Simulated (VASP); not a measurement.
**CdSe: relaxation of shape and atoms at fixed volume with PBE**

CdSe:

```
CELL_PARAMETERS angstrom
-2.16886 2.16886 3.06392
2.16886 -2.16886 3.06392
2.16886 2.16886 -3.06392
ATOMIC_POSITIONS crystal
Cd 0.00000 0.00000 0.00000
Se 0.25000 0.75000 0.50000
```

```json
{"Program": "VASP 6.6.1", "Task": "relaxation of shape and atoms at fixed volume", "Functional": "PBE", "Potentials or basis": "VASP PAW PBE potentials, release 64 (Cd, Se)", "Cutoff": "600 eV", "k mesh": "12 × 12 × 12", "Occupations": "gaussian, width 0.02 eV", "Spin": "no spin polarisation", "Dipole correction": "no", "Further INCAR settings": "ALGO = Normal; EDIFF = 1e-06; IBRION = 2; EDIFFG = -0.01; NSW = 50; ISIF = 4"}
```

```json
{
  "Pressure after relaxing": "1.7 GPa",
  "Band gap on the k mesh": "0.56 eV"
}
```

Final structure:
```
Cd Se
1.0
    -2.16886    2.16886    3.06392
     2.16886   -2.16886    3.06392
     2.16886    2.16886   -3.06392
Cd Se
1 1
Direct
  0.00000 0.00000 0.00000
  0.25000 0.75000 0.50000
```

Levels at points of the mesh, in eV from the valence-band top:
| k point | band 5 | band 6 | band 7 | band 8 | band 9 | band 10 | band 11 | band 12 | band 13 |
| --- | --- | --- | --- | --- | --- | --- | --- | --- | --- |
| (0.00, 0.00, 0.00) | -7.51 | -7.51 | 0.00 | 0.00 | 0.00 | 0.56 | 5.93 | 5.93 | 5.93 |
| (0.50, 0.00, 0.00) | -7.49 | -7.23 | -4.25 | -0.72 | -0.71 | 2.36 | 6.43 | 6.44 | 7.35 |
| (0.50, 0.50, 0.00) | -7.45 | -7.17 | -3.97 | -1.77 | -1.77 | 3.18 | 3.73 | 9.00 | 10.07 |
| (0.50, 0.50, 0.50) | -7.45 | -7.17 | -3.97 | -1.78 | -1.78 | 3.18 | 3.72 | 9.01 | 10.07 |

Wall time 2.7 min on 1 thread of Intel(R) Xeon(R) Platinum 8375C CPU @ 2.90GHz (Ice Lake), on a shared host, peak memory 0.33 GiB.

Caveat: semilocal functionals underestimate gaps, and a narrow one can read as zero.
